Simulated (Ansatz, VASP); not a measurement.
## One calculation of SrCl2, two programs

File POSCAR:

```
SrCl2
1.0
    3.3969063320      3.3969063320      0.0000000000
   -3.3969063320      3.3969063320      0.0000000000
    0.0000000000      3.3969063320      3.3969063320
Sr Cl
1 2
Direct
    0.0000000000      0.0000000000      0.0000000000
    0.2500000000      0.7500000000      0.5000000000
    0.7500000000      0.2500000000      0.5000000000
```

File INCAR.step1:

```
PREC = Accurate ; ENCUT = 520
ISMEAR = 0 ; SIGMA = 0.01
LREAL = F ; LASPH = T
NELM = 100 ; NBANDS = 19
GGA = PE ; ALGO = Normal
EDIFF = 1E-4 ; LWAVE = T
LCHARG = F
```

INCAR.step2

```
PREC = Accurate ; ENCUT = 520
EDIFF = 1E-6 ; ISMEAR = 0
SIGMA = 0.01 ; LREAL = F
LASPH = T ; NELM = 100
ALGO = Normal ; ISIF = 2
LWAVE = F ; LCHARG = F
METAGGA = R2SCAN ; LMIXTAU = T
NBANDS = 19 ; ISTART = 1
```

The input KPOINTS:

```
regular mesh
0
Gamma
  6 6 6
```

Input for Ansatz:

```yaml
crystal:
  lattice:
    - [3.39690633196, 3.39690633196, 0.0]
    - [-3.39690633196, 3.39690633196, 0.0]
    - [0.0, 3.39690633196, 3.39690633196]
  atoms:
    - { symbol: Sr, position: [0.0, 0.0, 0.0] }
    - { symbol: Cl, position: [0.25, 0.75, 0.5] }
    - { symbol: Cl, position: [0.75, 0.25, 0.5] }
kpoints:
  mp_grid: { grid: [6, 6, 6] }
scf:
  occupations: { method: fixed }
  convergence: { dr2_threshold: 1.0e-10 }
hamiltonian:
  xc: r2scan
  pseudopotentials: { kind: paw }
output:
  forces: true
  stress: true
  eigenstates:
    kpoints:
      - [0.0, 0.0, 0.0]
      - [-0.5, 0.5, 0.0]
      - [-0.5, -0.5, -0.5]
      - [0.0, 0.0, -0.5]
      - [0.0, -0.5, -0.5]
      - [0.0, 0.5, 0.0]
      - [-0.5, 0.0, 0.0]
      - [-0.5, 0.0, -0.5]
  eigenvalues: true
```

Alike in both runs: task single point; functional r2SCAN; k mesh 6 × 6 × 6; no spin polarisation.

```csv
,VASP,Ansatz
version,VASP 6.6.1,Ansatz 0.2.0
potentials or method,"VASP PAW PBE potentials, release 64 (Sr_sv, Cl)","PAW with Ansatz's default frozen-core files, scalar-relativistic"
plane-wave cutoff (eV),520,500
occupations,"gaussian, width 0.01 eV",fixed
valence electrons in the cell,24,24
```

|  | VASP | Ansatz | Ansatz less VASP |
| --- | --- | --- | --- |
| gap on the k mesh at the Fermi level (eV) | 5.93 | 5.93 | -0.001 |
| pressure (GPa) | 4.1 | 4.0 | -0.08 |

VASP's potentials were made for PBE, not for r2SCAN.
